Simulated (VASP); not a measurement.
# TaN (P6/mmm) in VASP: single point with r2SCAN

Aim: the single point of TaN with r2SCAN.

All numbers are computed with VASP 6.6.1; they aren't measurements. Logs are shortened: lines on timing, memory, paths and dates and some standing lists are left out, and cuts for length are marked.

### Step 1. The cell of the first run

The structure is hexagonal, space group P6/mmm (No. 191). Conventional cell: a = 5.191 Å, b = 5.191 Å, c = 2.908 Å, α = 90.00°, β = 90.00°, γ = 120.00°. Within 3.4 Å of Ta (site symmetry 6/mmm) lie 6 N at 2.60 Å and 14 Ta at 2.91 to 3.33 Å. Within 3.0 Å of Ta (site symmetry -6m2) lie 6 N at 2.09 Å and 5 Ta at 2.91 to 3.00 Å. Within 3.0 Å of N (site symmetry mmm) lie 6 Ta at 2.09 to 2.60 Å and 6 N at 2.60 to 2.91 Å.

### Step 2. Single point, r2SCAN

POSCAR reads:

```
TaN
1.0
    5.1910000000      0.0000000000      0.0000000000
   -2.5955000000      4.4955378710      0.0000000000
    0.0000000000      0.0000000000      2.9080000000
Ta N
3 3
Direct
    0.0000000000      0.0000000000      0.0000000000
    0.3333333333      0.6666666667      0.5000000000
    0.6666666667      0.3333333333      0.5000000000
    0.5000000000      0.0000000000      0.0000000000
    0.0000000000      0.5000000000      0.0000000000
    0.5000000000      0.5000000000      0.0000000000
```

INCAR.step1 reads:

```
SYSTEM = TaN
  ALGO = Normal
  EDIFF = 1E-5
  ENCUT = 770
  GGA = PE
  GGA_COMPAT = .False.
  ISMEAR = -1
  LASPH = .True.
  LCHARG = .False.
  LREAL = .False.
  LWAVE = .True.
  NBANDS = 36
  NELM = 120
  PREC = Accurate
  SIGMA = 0.1
```

INCAR.step2 reads:

```
SYSTEM = TaN
  ALGO = Normal
  EDIFF = 1E-6
  ENCUT = 770
  GGA_COMPAT = .False.
  ISIF = 2
  ISMEAR = -1
  ISTART = 1
  LASPH = .True.
  LCHARG = .False.
  LMIXTAU = .True.
  LREAL = .False.
  LWAVE = .False.
  METAGGA = R2SCAN
  NBANDS = 36
  NELM = 120
  PREC = Accurate
  SIGMA = 0.1
```

KPOINTS reads:

```
k-points
0
Gamma
  4 4 6
  0 0 0
```

Potentials or basis: VASP PAW PBE potentials, release 64 (Ta_sv_GW, N).

On the command line:

```console
cat potpaw_PBE.64/Ta_sv_GW/POTCAR potpaw_PBE.64/N/POTCAR > POTCAR
cp INCAR.step1 INCAR
mpirun -np 1 vasp_std > vasp.out
cp INCAR.step2 INCAR
mpirun -np 1 vasp_std > vasp.out
```

OUTCAR:

```text
SYSTEM = TaN
   EDIFF = 1E-6
   ENCUT = 770
   ISIF = 2
   ISMEAR = -1
   ISTART = 1
   LASPH = .True.
   LREAL = .False.
   METAGGA = R2SCAN
   NELM = 120
   PREC = Accurate

 ion  position               nearest neighbor table
   1  0.000  0.000  0.000-
   2  0.333  0.667  0.500-   4 2.09   4 2.09   5 2.09   5 2.09   6 2.09   6 2.09   3 3.00   3 3.00
                             3 3.00
   3  0.667  0.333  0.500-   4 2.09   4 2.09   5 2.09   5 2.09   6 2.09   6 2.09   2 3.00   2 3.00
                             2 3.00
   4  0.500  0.000  0.000-   2 2.09   3 2.09   2 2.09   3 2.09
   5  0.000  0.500  0.000-   2 2.09   3 2.09   2 2.09   3 2.09
   6  0.500  0.500  0.000-   2 2.09   3 2.09   2 2.09   3 2.09

  LATTYP: Found a hexagonal cell.
 ALAT       =     5.1910000000
 C/A-ratio  =     0.5602003468

  Lattice vectors:

 A1 = (   5.1910000000,   0.0000000000,   0.0000000000)
 A2 = (  -2.5955000000,   4.4955378710,   0.0000000000)
 A3 = (   0.0000000000,   0.0000000000,   2.9080000000)

Analysis of symmetry for initial positions (statically):
=====================================================================
 Subroutine PRICEL returns:
 Original cell was already a primitive cell.

 Routine SETGRP: Setting up the symmetry group for a
 hexagonal supercell.

 Subroutine GETGRP returns: Found 24 space group operations
 (whereof 24 operations were pure point group operations)
 out of a pool of 24 trial point group operations.

The static configuration has the point symmetry D_6h.

Analysis of symmetry for dynamics (positions and initial velocities):
=====================================================================
 Subroutine PRICEL returns:
 Original cell was already a primitive cell.

 Routine SETGRP: Setting up the symmetry group for a
 hexagonal supercell.

 Subroutine GETGRP returns: Found 24 space group operations
 (whereof 24 operations were pure point group operations)
 out of a pool of 24 trial point group operations.

The dynamic configuration has the point symmetry D_6h.

 Subroutine INISYM returns: Found 24 space group operations
 (whereof 24 operations are pure point group operations),
 and found     1 'primitive' translations

----------------------------------------------------------------------------------------

                                     Primitive cell

  volume of cell :      67.8621

  direct lattice vectors                    reciprocal lattice vectors
     5.191000000  0.000000000  0.000000000     0.192641110  0.111221396  0.000000000
    -2.595500000  4.495537871  0.000000000     0.000000000  0.222442793  0.000000000
     0.000000000  0.000000000  2.908000000     0.000000000  0.000000000  0.343878955

  length of vectors
     5.191000000  5.191000000  2.908000000     0.222442793  0.222442793  0.343878955

  position of ions in fractional coordinates (direct lattice)
     0.000000000  0.000000000  0.000000000
     0.333333333  0.666666667  0.500000000
     0.666666667  0.333333333  0.500000000
     0.500000000  0.000000000  0.000000000
     1.000000000  0.500000000  0.000000000
     0.500000000  0.500000000  0.000000000

  ion indices of the primitive-cell ions
   primitive index   ion index
                 1           1
                 2           2
                 3           3
                 4           4
                 5           5
                 6           6

----------------------------------------------------------------------------------------

 KPOINTS: k-points

Automatic generation of k-mesh.
 Grid dimensions read from file:
 generate k-points for:    4    4    6

 Generating k-lattice:

  Cartesian coordinates                     Fractional coordinates (reciprocal lattice)
     0.048160277  0.027805349  0.000000000     0.250000000 -0.000000000  0.000000000
     0.000000000  0.055610698  0.000000000     0.000000000  0.250000000  0.000000000
     0.000000000  0.000000000  0.057313159     0.000000000  0.000000000  0.166666667

  Length of vectors
     0.055610698  0.055610698  0.057313159

  Shift w.r.t. Gamma in fractional coordinates (k-lattice)
     0.000000000  0.000000000  0.000000000

 Subroutine IBZKPT returns following result:
 ===========================================

 Found     16 irreducible k-points:

 Following reciprocal coordinates:
            Coordinates               Weight
  0.000000  0.000000  0.000000      1.000000
  0.250000  0.000000  0.000000      6.000000
  0.500000  0.000000  0.000000      3.000000
  0.250000  0.250000  0.000000      6.000000
  0.000000  0.000000  0.166667      2.000000
  0.250000  0.000000  0.166667     12.000000
[... 8 lines left out ...]
  0.500000  0.000000  0.500000      3.000000
  0.250000  0.250000  0.500000      6.000000
   k-points           NKPTS =     16   k-points in BZ     NKDIM =     16   number of bands    NBANDS=     36
   number of dos      NEDOS =    301   number of ions     NIONS =      6
   total plane-waves  NPLWV =  64512
   dimension x,y,z NGX =    48 NGY =   48 NGZ =   28
   dimension x,y,z NGXF=    96 NGYF=   96 NGZF=   56
   ions per type =               3   3
   NGX,Y,Z   is equivalent  to a cutoff of  15.37, 15.37, 16.01 a.u.
   NGXF,Y,Z  is equivalent  to a cutoff of  30.74, 30.74, 32.01 a.u.
 SYSTEM =  TaN
   PREC   = accura    normal or accurate (medium, high low for compatibility)
   ISTART =      1    job   : 0-new  1-cont  2-samecut
   ICHARG =      0    charge: 1-file 2-atom 10-const
   ISPIN  =      1    spin polarized calculation?
   LNONCOLLINEAR =      F non collinear calculations
   LSORBIT =      F    spin-orbit coupling
   LASPH  =      T    aspherical Exc in radial PAW
   ENCUT  =  770.0 eV  56.59 Ry    7.52 a.u.  11.74 11.74  6.58*2*pi/ulx,y,z
   NELM   =    120;   NELMIN=  2; NELMDL=  0     # of ELM steps
   EDIFF  = 0.1E-05   stopping-criterion for ELM
   LREAL  =      F    real-space projection
   EDIFFG = 0.1E-04   stopping-criterion for IOM
   NSW    =      0    number of steps for IOM
   IBRION =     -1    ionic relax: 0-MD 1-quasi-New 2-CG
   NFREE  =      0    steps in history (QN), initial steepest desc. (CG)
   ISIF   =      2    stress and relaxation
   ISYM   =      2    0-nonsym 1-usesym 2-fastsym
   POTIM  = 0.5000    time-step for ionic-motion
   TEBEG  =    0.0;   TEEND  =   0.0 temperature during run
   PSTRESS=    0.0 pullay stress
   NELECT =      54.0000    total number of electrons
   NUPDOWN=      -1.0000    fix difference up-down
   EMIN   =  10.00;   EMAX   =-10.00  energy-range for DOS
   EFERMI =   0.00;   METHOD = LEGACY
   ISMEAR =    -1;   SIGMA  =   0.10  broadening in eV -4-tet -1-fermi 0-gaus
   EFERMI_NEDOS =   21; number of points for ismear=-14 and -15
   IALGO  =     38    algorithm
   IMIX   =      4    mixing-type and parameters
     AMIX     =   0.40;   BMIX     =  1.00
     AMIX_MAG =   1.60;   BMIX_MAG =  1.00
  volume/ion in A,a.u.               =      11.31        76.33
  Fermi-wavevector in a.u.,A,eV,Ry     =   1.517040  2.866790 31.312592  2.301411
  Thomas-Fermi vector in A             =   2.626349
   LORBIT       =      0    0 simple, 1 ext, 2 COOP (PROOUT), +10 PAW based schemes
   METAGGA = R2SCAN    functional components
   LHFCALC =     F    Hartree Fock is set to
   AEXX    =    0.0000 exact exchange contribution
   IVDW    =     0    specifies the selected vdW correction
   LEPSILON=     F    determine dielectric tensor
   LRPA    =     F    only Hartree local field effects (RPA)
 non-spin polarized calculation
  energy-cutoff  :      770.00
  volume of cell :       67.86
 maximum number of plane-waves:      3343
 NGX is ok and might be reduce to    48
   NGX = 23   NGY = 23   NGZ = 13

 number of electron      54.0000001 magnetization

 Free energy of the ion-electron system (eV)
  ---------------------------------------------------
  ext. energy  EPLUGINS =         0.00000000
  ---------------------------------------------------
  free energy    TOTEN  =      -186.05558108 eV

  energy without entropy =     -186.01325585  energy(sigma->0) =     -186.03441846

 E-fermi :  12.2014     XC(G=0): -14.3332

 val. band max:       12.1924299983   @ k =   0.2500   0.0000   0.5000
 cond. band min:      12.3399249115   @ k =   0.2500   0.0000   0.1667
 fundamental gap:      0.1474949132
 Fermi energy:        12.2014375581

 k-point     1 :       0.0000    0.0000    0.0000
  band No.  band energies     occupation
      1     -59.2177      2.00000
      2     -59.1680      2.00000
      3     -58.8321      2.00000
      4     -25.3627      2.00000
      5     -25.3627      2.00000
      6     -24.9628      2.00000
[... 28 lines left out ...]
     35      15.5775      0.00000
     36      15.5777      0.00000

 k-point     2 :       0.2500    0.0000    0.0000
  band No.  band energies     occupation
      1     -59.2112      2.00000
      2     -59.1743      2.00000
      3     -58.8324      2.00000
      4     -25.4023      2.00000
      5     -25.3299      2.00000
      6     -24.9463      2.00000
[... 28 lines left out ...]
     35      15.8782      0.00000
     36      15.9546      0.00000

 k-point     3 :       0.5000    0.0000    0.0000
  band No.  band energies     occupation
      1     -59.2008      2.00000
      2     -59.1845      2.00000
      3     -58.8326      2.00000
      4     -25.4354      2.00000
      5     -25.2396      2.00000
      6     -25.0398      2.00000
[... 28 lines left out ...]
     35      16.0620      0.00000
     36      16.2138      0.00000
[... 430 lines left out ...]
 k-point    15 :       0.5000    0.0000    0.5000
  band No.  band energies     occupation
      1     -59.1524      2.00000
      2     -59.1366      2.00000
      3     -58.7905      2.00000
      4     -25.6019      2.00000
      5     -25.4991      2.00000
      6     -25.2186      2.00000
[... 28 lines left out ...]
     35      16.9629      0.00000
     36      18.0868      0.00000

 k-point    16 :       0.2500    0.2500    0.5000
  band No.  band energies     occupation
      1     -59.1524      2.00000
      2     -59.1366      2.00000
      3     -58.7905      2.00000
      4     -25.5970      2.00000
      5     -25.5049      2.00000
      6     -25.2389      2.00000
[... 28 lines left out ...]
     35      16.6425      0.00000
     36      18.3587      0.00000

------------------------ aborting loop because EDIFF is reached ----------------------------------------

  FORCE on cell =-STRESS in cart. coord.  units (eV):
  Direction    XX          YY          ZZ          XY          YZ          ZX
  --------------------------------------------------------------------------------------
  -------------------------------------------------------------------------------------
  Total        2.7640936      2.7640936      1.5029506      0.0000000      0.0000000      0.0000000
  in kB       65.2583726     65.2583726     35.4836431      0.0000000      0.0000000      0.0000000
  external PRESSURE =      55.3334628 kB  Pullay stress =       0.0000000 kB

 VOLUME and BASIS-vectors are now :
 -----------------------------------------------------------------------------
  energy-cutoff  :      770.00
  volume of cell :       67.86
      direct lattice vectors                 reciprocal lattice vectors
     5.191000000  0.000000000  0.000000000     0.192641110  0.111221396  0.000000000
    -2.595500000  4.495537871  0.000000000     0.000000000  0.222442793  0.000000000
     0.000000000  0.000000000  2.908000000     0.000000000  0.000000000  0.343878955

 POSITION                                       TOTAL-FORCE (eV/Angst)
 -----------------------------------------------------------------------------------
      0.00000      0.00000      0.00000         0.000000      0.000000      0.000000
     -0.00000      2.99703      1.45400        -0.000000      0.000000      0.000000
      2.59550      1.49851      1.45400         0.000000      0.000000      0.000000
      2.59550      0.00000      0.00000         0.000000      0.000000      0.000000
     -1.29775      2.24777      0.00000         0.000000      0.000000      0.000000
      1.29775      2.24777      0.00000         0.000000      0.000000      0.000000
 -----------------------------------------------------------------------------------
    total drift:                               -0.000000      0.000000     -0.000000

  FREE ENERGIE OF THE ION-ELECTRON SYSTEM (eV)
  ---------------------------------------------------
  free  energy   TOTEN  =      -186.0555810809 eV

  energy  without entropy=     -186.0132558466  energy(sigma->0) =     -186.03441846
```

Run time: 2.8 min. Hardware: 1 thread of AMD EPYC 9R45 (Zen 5), shared host; peak memory 0.27 GiB.

What came out:

| Property | Result |
| --- | --- |
| Free energy | -186.0556 eV |
| Pressure | 5.5 GPa |
| Band gap on the k mesh | zero (bands 27 and 28 overlap by 2.18 eV) |

Caveat: the k points lie up to 0.36 Å⁻¹ apart, too coarse for converged energies and pressures of a metal; the PAW data sets were made with another functional, which shifts forces and pressure a little; spin-orbit coupling is left out, which moves the levels of the heavy elements.

The gap in the log of VASP goes by the Fermi energy; the results here count the filled bands.